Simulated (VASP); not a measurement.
# PbF2 (Fm-3m) in VASP: notebook

The runs below take PbF2 through vibrations by perturbation theory, with PBEsol.

Everything below comes from runs of VASP 6.6.1. Logs are shortened: lines on timing, memory, paths and dates and some standing lists are left out, and cuts for length are marked.

## 1. The cell of the first run

Symmetry: Fm-3m, No. 225, cubic system. The conventional cell has a = 5.808 Å, b = 5.808 Å, c = 5.808 Å, α = 90.00°, β = 90.00°, γ = 90.00°. Within 3.3 Å of Pb (site symmetry m-3m) lie 8 F at 2.51 Å. Within 3.3 Å of F (site symmetry -43m) lie 4 Pb at 2.51 Å and 6 F at 2.90 Å.

## 2. Vibrations by perturbation theory, PBEsol

Input file INCAR:

```
SYSTEM = PbF2
  PREC = Accurate
  ENCUT = 520
  EDIFF = 1E-8
  ISMEAR = 0
  SIGMA = 0.01
  LREAL = .False.
  LASPH = .True.
  NELM = 100
  ALGO = Normal
  ISIF = 2
  LWAVE = .False.
  LCHARG = .False.
  GGA = PS
  NBANDS = 21
  IBRION = 8
  NSW = 1
```

Input file KPOINTS:

```
Automatic mesh
0
Gamma
  8 8 8
  0 0 0
```

Input file POSCAR:

```
PbF2
1.0
    2.9037602326      2.9037602326      0.0000000000
   -2.9037602326      2.9037602326      0.0000000000
    0.0000000000      2.9037602326      2.9037602326
Pb F
1 2
Direct
    0.0000000000      0.0000000000      0.0000000000
    0.2500000000      0.7500000000      0.5000000000
    0.7500000000      0.2500000000      0.5000000000
```

Potentials or basis: VASP PAW PBE potentials, release 64 (Pb_d, F).

On the command line:

```bash
$ cat potpaw_PBE.64/Pb_d/POTCAR potpaw_PBE.64/F/POTCAR > POTCAR
$ mpirun -np 1 vasp_std > vasp.out
```

OUTCAR:

```text
SYSTEM = PbF2
   PREC = Accurate
   ENCUT = 520
   EDIFF = 1E-8
   ISMEAR = 0
   LREAL = .False.
   LASPH = .True.
   NELM = 100
   ISIF = 2
   GGA = PS
   IBRION = 8
   NSW = 1

 ion  position               nearest neighbor table
   1  0.000  0.000  0.000-   3 2.51   2 2.51   2 2.51   3 2.51   2 2.51   3 2.51   3 2.51   2 2.51

   2  0.250  0.750  0.500-   1 2.51   1 2.51   1 2.51   1 2.51
   3  0.750  0.250  0.500-   1 2.51   1 2.51   1 2.51   1 2.51

  LATTYP: Found a face centered cubic cell.
 ALAT       =     5.8075204652

  Lattice vectors:

 A1 = (   0.0000000000,   2.9037602326,   2.9037602326)
 A2 = (   2.9037602326,   0.0000000000,   2.9037602326)
 A3 = (   2.9037602326,   2.9037602326,   0.0000000000)

Analysis of symmetry for initial positions (statically):
=====================================================================
 Subroutine PRICEL returns:
 Original cell was already a primitive cell.

 Routine SETGRP: Setting up the symmetry group for a
 face centered cubic supercell.

 Subroutine GETGRP returns: Found 48 space group operations
 (whereof 48 operations were pure point group operations)
 out of a pool of 48 trial point group operations.

The static configuration has the point symmetry O_h .

Analysis of symmetry for dynamics (positions and initial velocities):
=====================================================================
 Subroutine PRICEL returns:
 Original cell was already a primitive cell.

 Routine SETGRP: Setting up the symmetry group for a
 face centered cubic supercell.

 Subroutine GETGRP returns: Found 48 space group operations
 (whereof 48 operations were pure point group operations)
 out of a pool of 48 trial point group operations.

The dynamic configuration has the point symmetry O_h .

 Subroutine INISYM returns: Found 48 space group operations
 (whereof 48 operations are pure point group operations),
 and found     1 'primitive' translations

----------------------------------------------------------------------------------------

                                     Primitive cell

  volume of cell :      48.9680

  direct lattice vectors                    reciprocal lattice vectors
     2.903760233  2.903760233  0.000000000     0.172190525  0.172190525 -0.172190525
    -2.903760233  2.903760233  0.000000000    -0.172190525  0.172190525 -0.172190525
     0.000000000  2.903760233  2.903760233     0.000000000  0.000000000  0.344381051

  length of vectors
     4.106537103  4.106537103  4.106537103     0.298242739  0.298242739  0.344381051

  position of ions in fractional coordinates (direct lattice)
     0.000000000  0.000000000  0.000000000
     0.250000000  0.750000000  0.500000000
     0.750000000  0.250000000  0.500000000

  ion indices of the primitive-cell ions
   primitive index   ion index
                 1           1
                 2           2
                 3           3

----------------------------------------------------------------------------------------

 KPOINTS: Automatic mesh

Automatic generation of k-mesh.
 Grid dimensions read from file:
 generate k-points for:    8    8    8

 Generating k-lattice:
[... 91 lines left out ...]
   LEPSILON=     F    determine dielectric tensor
   LRPA    =     F    only Hartree local field effects (RPA)
 non-spin polarized calculation
 Gauss-broadening in eV      SIGMA  =   0.01
  energy-cutoff  :      520.00
  volume of cell :       48.97
 maximum number of plane-waves:      1363
   NGX = 15   NGY = 15   NGZ = 15

--------------------------------------- Ionic step        1  -------------------------------------------

 number of electron      27.9999985 magnetization

 Free energy of the ion-electron system (eV)
  ---------------------------------------------------
  ext. energy  EPLUGINS =         0.00000000
  ---------------------------------------------------
  free energy    TOTEN  =       -14.90699190 eV

  energy without entropy =      -14.90699190  energy(sigma->0) =      -14.90699190

 E-fermi :   2.5832     XC(G=0):  -9.9799

 val. band max:        2.5260982860   @ k =   0.5000   0.5000   0.2500
 cond. band min:       6.8056210981   @ k =   0.5000   0.5000   0.0000
 fundamental gap:      4.2795228121
 Fermi energy:         2.5831963825

 k-point     1 :       0.0000    0.0000    0.0000
  band No.  band energies     occupation
      1     -18.9859      2.00000
      2     -18.2257      2.00000
      3     -11.9410      2.00000
      4     -11.9410      2.00000
      5     -11.9410      2.00000
      6     -11.8448      2.00000
[... 565 lines left out ...]
     20      18.8936      0.00000
     21      19.1777      0.00000

 [... further k-points ...]

------------------------ aborting loop because EDIFF is reached ----------------------------------------

  FORCE on cell =-STRESS in cart. coord.  units (eV):
  Direction    XX          YY          ZZ          XY          YZ          ZX
  --------------------------------------------------------------------------------------
  -------------------------------------------------------------------------------------
  Total        1.1507069      1.1507069      1.1507069      0.0000000      0.0000000      0.0000000
  in kB       37.6498327     37.6498327     37.6498327      0.0000000      0.0000000      0.0000000
  external PRESSURE =      37.6498327 kB  Pullay stress =       0.0000000 kB

 VOLUME and BASIS-vectors are now :
 -----------------------------------------------------------------------------
  energy-cutoff  :      520.00
  volume of cell :       48.97
      direct lattice vectors                 reciprocal lattice vectors
     2.903760233  2.903760233  0.000000000     0.172190525  0.172190525 -0.172190525
    -2.903760233  2.903760233  0.000000000    -0.172190525  0.172190525 -0.172190525
     0.000000000  2.903760233  2.903760233     0.000000000  0.000000000  0.344381051

 POSITION                                       TOTAL-FORCE (eV/Angst)
 -----------------------------------------------------------------------------------
      0.00000      0.00000      0.00000         0.000000     -0.000000      0.000000
     -1.45188      4.35564      1.45188         0.000000     -0.000000     -0.000000
      1.45188      4.35564      1.45188        -0.000000      0.000000      0.000000
 -----------------------------------------------------------------------------------
    total drift:                               -0.000000     -0.000000     -0.000000

  FREE ENERGIE OF THE ION-ELECTRON SYSTEM (eV)
  ---------------------------------------------------
  free  energy   TOTEN  =       -14.9069918999 eV

  energy  without entropy=      -14.9069918999  energy(sigma->0) =      -14.90699190

[... ionic steps 2 to 3 ...]

--------------------------------------- Ionic step        4  -------------------------------------------

------------------------ aborting loop because EDIFF is reached ----------------------------------------

[... ionic steps 5 to 6 ...]

--------------------------------------- Ionic step        7  -------------------------------------------

 Free energy of the ion-electron system (eV)
  ---------------------------------------------------
  ---------------------------------------------------
  free energy    TOTEN  =        -0.53545702 eV

  energy without entropy =       -0.53545702

------------------------ aborting loop because EDIFF is reached ----------------------------------------

 INTERNAL STRAIN TENSOR  FOR ION    2  DIRECTION 1   (eV/Angst):
 -----------------------------------------------------------------------------
    -0.01593  0.00000 -0.00000
    -0.00000  0.00978 -4.08953
     0.00000 -4.08953  0.00978

 INTERNAL STRAIN TENSOR FOR ION    3 for displacements in x,y,z  (eV/Angst):
          X           Y           Z          XY          YZ          ZX
  --------------------------------------------------------------------------------
  x     0.00000    -0.00000    -0.00000     0.00000     4.08953     0.00000
  y     0.00000     0.00000     0.00000    -0.00000     0.00000     4.08953
  z     0.00000     0.00000     0.00000     4.08953    -0.00000     0.00000

 SECOND DERIVATIVES (NOT SYMMETRIZED)
 ------------------------------------
               1X          1Y          1Z          2X          2Y          2Z          3X          3Y          3Z
  1X    -2.300694    0.000000    0.000000    1.150347    0.000000    0.000000    1.150347    0.000000    0.000000
  1Y     0.000000   -2.300694    0.000000    0.000000    1.150347    0.000000    0.000000    1.150347    0.000000
  1Z     0.000000    0.000000   -2.300694    0.000000    0.000000    1.150347    0.000000    0.000000    1.150347
  2X     1.149917    0.000000    0.000000   -3.116130    0.000000    0.000000    1.966213    0.000000    0.000000
  2Y     0.000000    1.149917    0.000000    0.000000   -3.116130    0.000000    0.000000    1.966213    0.000000
  2Z     0.000000    0.000000    1.149917    0.000000    0.000000   -3.116130    0.000000    0.000000    1.966213
  3X     1.149917    0.000000    0.000000    1.966213    0.000000    0.000000   -3.116130    0.000000    0.000000
  3Y     0.000000    1.149917    0.000000    0.000000    1.966213    0.000000    0.000000   -3.116130    0.000000
  3Z     0.000000    0.000000    1.149917    0.000000    0.000000    1.966213    0.000000    0.000000   -3.116130

 Eigenvectors and eigenvalues of the dynamical matrix
 ----------------------------------------------------

   1 f  =    8.085908 THz    50.805257 2PiTHz  269.716853 cm-1    33.440613 meV
             X         Y         Z           dx          dy          dz
      0.000000  0.000000  0.000000     0.000000   -0.000000    0.000000
     -1.451880  4.355640  1.451880    -0.706047   -0.038692   -0.000000
      1.451880  4.355640  1.451880     0.706047    0.038692   -0.000000
[... 43 lines left out ...]
   9 f/i=    0.000283 THz     0.001777 2PiTHz    0.009432 cm-1     0.001169 meV
             X         Y         Z           dx          dy          dz
      0.000000  0.000000  0.000000    -0.028071   -0.043151   -0.917790
     -1.451880  4.355640  1.451880    -0.008502   -0.013069   -0.277961
      1.451880  4.355640  1.451880    -0.008502   -0.013069   -0.277961

--------------------------------------------------------------------------------------------------------

 ELASTIC MODULI CONTR FROM IONIC RELAXATION (kBar)
 Direction    XX          YY          ZZ          XY          YZ          ZX
 --------------------------------------------------------------------------------
 XX          -0.0000     -0.0000     -0.0000     -0.0000     -0.0000     -0.0000
 YY          -0.0000     -0.0000     -0.0000     -0.0000      0.0000      0.0000
 ZZ          -0.0000     -0.0000     -0.0000     -0.0000      0.0000     -0.0000
 XY          -0.0000     -0.0000     -0.0000   -215.3336     -0.0000     -0.0000
 YZ          -0.0000      0.0000      0.0000     -0.0000   -215.3336     -0.0000
 ZX          -0.0000      0.0000     -0.0000     -0.0000     -0.0000   -215.3336
 --------------------------------------------------------------------------------
```

It took 1.8 min on 1 thread of Intel Xeon 6975P-C (Granite Rapids), shared host; peak memory 0.35 GiB.

Results:

* Highest phonon frequency at Γ, LO-TO splitting left out: 270 cm⁻¹

Phonon frequencies in cm⁻¹ (negative: imaginary):
```
              q point                    frequencies
(0.000, 0.000, 0.000)  0 0 0 140 140 140 270 270 270
```

Caveat: the cell stands under pressure or tension, which shifts response properties; the PAW data sets were made with another functional, which shifts forces and pressure a little; spin-orbit coupling is left out, which moves the levels of the heavy elements.

## 3. Vibrations by perturbation theory, PBEsol

This run uses another cell than the first one, of 16.69 Å³/atom.

Input file INCAR:

```
PREC = Accurate
ENCUT = 520
EDIFF = 1E-8
ISMEAR = 0
SIGMA = 0.01
LREAL = False
LASPH = True
NELM = 60
ALGO = Normal
ISIF = 2
LWAVE = False
LCHARG = False
GGA = PS
IBRION = 8
NSW = 1
```

Input file KPOINTS:

```
Automatic mesh
0
Gamma
  8 8 8
```

Input file POSCAR:

```
PbF2
1.0
    2.9251613592      2.9251613592      0.0000000000
   -2.9251613592      2.9251613592      0.0000000000
    0.0000000000      2.9251613592      2.9251613592
Pb F
1 2
Direct
    0.0000000000      0.0000000000      0.0000000000
    0.2500000000      0.7500000000      0.5000000000
    0.7500000000      0.2500000000      0.5000000000
```

Potentials or basis: VASP PAW PBE potentials, release 64 (Pb_d, F).

On the command line:

```bash
$ cat potpaw_PBE.64/Pb_d/POTCAR potpaw_PBE.64/F/POTCAR > POTCAR
$ mpirun -np 1 vasp_std > vasp.out
```

OUTCAR:

```text
PREC = Accurate
   ENCUT = 520
   EDIFF = 1E-8
   ISMEAR = 0
   LREAL = False
   LASPH = True
   NELM = 60
   ISIF = 2
   GGA = PS
   IBRION = 8
   NSW = 1

 ion  position               nearest neighbor table
   1  0.000  0.000  0.000-   3 2.53   2 2.53   3 2.53   2 2.53   2 2.53   3 2.53   2 2.53   3 2.53

   2  0.250  0.750  0.500-   1 2.53   1 2.53   1 2.53   1 2.53
   3  0.750  0.250  0.500-   1 2.53   1 2.53   1 2.53   1 2.53

  LATTYP: Found a face centered cubic cell.
 ALAT       =     5.8503227184

  Lattice vectors:

 A1 = (   0.0000000000,   2.9251613592,   2.9251613592)
 A2 = (   2.9251613592,   0.0000000000,   2.9251613592)
 A3 = (   2.9251613592,   2.9251613592,   0.0000000000)

[... 750 lines left out ...]
          X           Y           Z          XY          YZ          ZX
  --------------------------------------------------------------------------------
  x    -0.00000    -0.00000    -0.00000    -0.00000     3.49793     0.00000
  y    -0.00000    -0.00000    -0.00000    -0.00000     0.00000     3.49793
  z    -0.00000    -0.00000    -0.00000     3.49793     0.00000     0.00000

 SECOND DERIVATIVES (NOT SYMMETRIZED)
 ------------------------------------
               1X          1Y          1Z          2X          2Y          2Z          3X          3Y          3Z
  1X    -1.880490   -0.000000    0.000000    0.940245    0.000000    0.000000    0.940245    0.000000    0.000000
  1Y     0.000000   -1.880490   -0.000000    0.000000    0.940245    0.000000    0.000000    0.940245    0.000000
  1Z     0.000000   -0.000000   -1.880490    0.000000    0.000000    0.940245    0.000000    0.000000    0.940245
  2X     0.956303   -0.000000    0.000000   -2.845809   -0.000000    0.000000    1.889506   -0.000000    0.000000
  2Y     0.000000    0.956303   -0.000000    0.000000   -2.845809   -0.000000    0.000000    1.889506   -0.000000
  2Z    -0.000000   -0.000000    0.956303    0.000000    0.000000   -2.845809   -0.000000   -0.000000    1.889506
  3X     0.956303   -0.000000    0.000000    1.889506   -0.000000    0.000000   -2.845809   -0.000000    0.000000
  3Y     0.000000    0.956303   -0.000000    0.000000    1.889506   -0.000000    0.000000   -2.845809   -0.000000
  3Z    -0.000000   -0.000000    0.956303   -0.000000   -0.000000    1.889506    0.000000    0.000000   -2.845809

 Eigenvectors and eigenvalues of the dynamical matrix
 ----------------------------------------------------

   1 f  =    7.804969 THz    49.040068 2PiTHz  260.345752 cm-1    32.278745 meV
             X         Y         Z           dx          dy          dz
      0.000000  0.000000  0.000000    -0.000000    0.000000   -0.000000
     -1.462581  4.387742  1.462581    -0.005390    0.285984   -0.646672
      1.462581  4.387742  1.462581     0.005390   -0.285984    0.646672
[... 43 lines left out ...]
   9 f/i=    0.011608 THz     0.072933 2PiTHz    0.387188 cm-1     0.048005 meV
             X         Y         Z           dx          dy          dz
      0.000000  0.000000  0.000000    -0.033582   -0.118789    0.912139
     -1.462581  4.387742  1.462581    -0.010083   -0.035667    0.273876
      1.462581  4.387742  1.462581    -0.010083   -0.035667    0.273876

--------------------------------------------------------------------------------------------------------

 ELASTIC MODULI CONTR FROM IONIC RELAXATION (kBar)
 Direction    XX          YY          ZZ          XY          YZ          ZX
 --------------------------------------------------------------------------------
 XX          -0.0000     -0.0000     -0.0000      0.0000      0.0000      0.0000
 YY          -0.0000     -0.0000     -0.0000      0.0000      0.0000      0.0000
 ZZ          -0.0000     -0.0000     -0.0000      0.0000      0.0000      0.0000
 XY           0.0000      0.0000      0.0000   -165.3999     -0.0000      0.0000
 YZ           0.0000      0.0000      0.0000     -0.0000   -165.3999     -0.0000
 ZX           0.0000      0.0000      0.0000      0.0000     -0.0000   -165.3999
 --------------------------------------------------------------------------------
```

stdout:

```text
POSCAR found type information on POSCAR PbF
 POSCAR found :  2 types and       3 ions
 scaLAPACK will be used
 -----------------------------------------------------------------------------
|                                                                             |
|                                                                             |
|     You enforced a specific xc type in the INCAR file but a different       |
|     I HOPE YOU KNOW WHAT YOU ARE DOING!                                     |
|                                                                             |
 -----------------------------------------------------------------------------

 LDA part: xc-table for (Slater+PW92), standard interpolation
 POSCAR, INCAR and KPOINTS ok, starting setup
 FFT: planning ... GRIDC
 FFT: planning ... GRID_SOFT
 FFT: planning ... GRID
 WAVECAR not read
 entering main loop
 Linear response reoptimize wavefunctions to high precision
 Linear response DOF=           2
 Linear response progress:
 first order change of Fermi-energy   0.87430E-04
 force on displaced ion       1 direction 1 :  -1.880  -0.000   0.000
 Linear response progress:
 first order change of Fermi-energy   0.10526E-04
 force on displaced ion       2 direction 1 :  -2.846   0.000  -0.000
 Linear response finished
```

Run time: 96 s. Hardware: 1 thread of Intel Xeon 6975P-C (Granite Rapids), shared host; peak memory 0.33 GiB.

What came out:

```yaml
Highest_phonon_frequency_at_Γ_LO-TO_splitting_left_out: 260 cm⁻¹
```

Phonon frequencies in cm⁻¹ (negative: imaginary):
| q point | frequencies |
| --- | --- |
| (0.000, 0.000, 0.000) | 0 0 0 127 127 127 260 260 260 |

Caveat: the cell stands under pressure or tension, which shifts response properties; the PAW data sets were made with another functional, which shifts forces and pressure a little; spin-orbit coupling is left out, which moves the levels of the heavy elements.

[end of part 1 of 2]
